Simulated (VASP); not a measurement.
Set up this calculation in VASP 6.6.1, as the native input.

- Task: density of states
- Functional: LDA
- Potentials or basis: VASP PAW LDA potentials, release 64 (Li_sv, Cl)
- Cutoff: 520 eV
- k mesh: 9 × 9 × 4
- Occupations: gaussian, width 0.02 eV
- Spin: no spin polarisation
- Dipole correction: no
- k mesh for the DOS: 14 × 14 × 6
- Occupations for the DOS: tetrahedron
- Further INCAR settings: ALGO = Normal; EDIFF = 1e-06; NBANDS = 18

LiCl:

```xyz
4
Lattice="3.9254 0.0000 0.0000 -1.9627 3.3995 0.0000 0.0000 0.0000 6.2894" Properties=species:S:1:pos:R:3 pbc="T T T"
Li    1.9627    1.1332    5.5208
Li    0.0000    2.2663    2.3761
Cl    1.9627    1.1332    3.1272
Cl    0.0000    2.2663    6.2719
```

The input as run:

POSCAR

```
LiCl
1.0
    3.9253803159      0.0000000000      0.0000000000
   -1.9626901580      3.3994790731      0.0000000000
    0.0000000000      0.0000000000      6.2893925612
Li Cl
2 2
Direct
    0.6666666667      0.3333333333      0.8777888619
    0.3333333333      0.6666666667      0.3777888619
    0.6666666667      0.3333333333      0.4972121381
    0.3333333333      0.6666666667      0.9972121381
```

INCAR.step1

```
SYSTEM = LiCl
  PREC = Accurate
  ENCUT = 520
  EDIFF = 1E-6
  ISMEAR = 0
  SIGMA = 0.02
  LREAL = .FALSE.
  LASPH = .TRUE.
  NELM = 60
  ALGO = Normal
  ISIF = 2
  LWAVE = .FALSE.
  LCHARG = .TRUE.
  NBANDS = 18
```

KPOINTS.step1

```
Automatic mesh
0
G
  9 9 4
  0 0 0
```

INCAR.step2

```
SYSTEM = LiCl
  PREC = Accurate
  ENCUT = 520
  EDIFF = 1E-6
  ISMEAR = -5
  SIGMA = 0.02
  LREAL = .FALSE.
  LASPH = .TRUE.
  NELM = 60
  ALGO = Normal
  ISIF = 2
  LWAVE = .FALSE.
  LCHARG = .FALSE.
  LORBIT = 11
  NBANDS = 18
  NEDOS = 1001
  ICHARG = 11
```

KPOINTS.step2

```
Automatic mesh
0
G
  14 14 6
  0 0 0
```

Potentials or basis: VASP PAW LDA potentials, release 64 (Li_sv, Cl).

Launch:

```console
$ cat potpaw_LDA.64/Li_sv/POTCAR potpaw_LDA.64/Cl/POTCAR > POTCAR
$ cp INCAR.step1 INCAR
$ cp KPOINTS.step1 KPOINTS
$ mpirun -np 1 vasp_std > vasp.out
$ cp INCAR.step2 INCAR
$ cp KPOINTS.step2 KPOINTS
$ mpirun -np 1 vasp_std > vasp.out
```

It gave:

```json
{
  "Valence electrons inside the program's atomic spheres": "Li 2.07; Cl 5.15"
}
```

It used 88 s of CPU time on 1 thread of AMD EPYC 7R13 Processor (Zen 3) (shared host).
